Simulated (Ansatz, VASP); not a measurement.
**Os: VASP beside Ansatz**

```xyz
1
Lattice="2.6501 0.0000 0.0000 -1.3250 2.2950 0.0000 0.0000 0.0000 2.5456" Properties=species:S:1:pos:R:3 pbc="T T T"
Os    0.0000    0.0000    0.0000
```

Alike in both runs: functional r2SCAN; k mesh 24 × 24 × 22; occupations gaussian, width 0.1 eV; no spin polarisation.

Ansatz relaxed the structure, and its values are those at the end. VASP's run is a single point on that final structure, the one shown.

|  | VASP | Ansatz |
| --- | --- | --- |
| version | VASP 6.6.1 | Ansatz 0.2.0 |
| potentials or method | VASP PAW PBE potentials, release 64 (Os), cutoff 520 eV | scalar-relativistic, plane waves, PAW |
| valence electrons in the cell | 8 | 16 |

```tsv
	VASP	Ansatz	Ansatz less VASP
gap on the k mesh at the Fermi level (eV)	none	none	-
pressure (GPa)	0.7	0.0	-0.73
```

VASP's potentials were made for PBE, not for r2SCAN. A gap of «none» marks a metal or a gap that the smearing closes. The functional is the same, so the differences come from potentials, cutoffs and numerics. VASP's potentials hold 8 valence electrons a cell and Ansatz's 16, so a difference there can come from the potentials and not from the codes.

Neither program's run includes spin-orbit coupling.
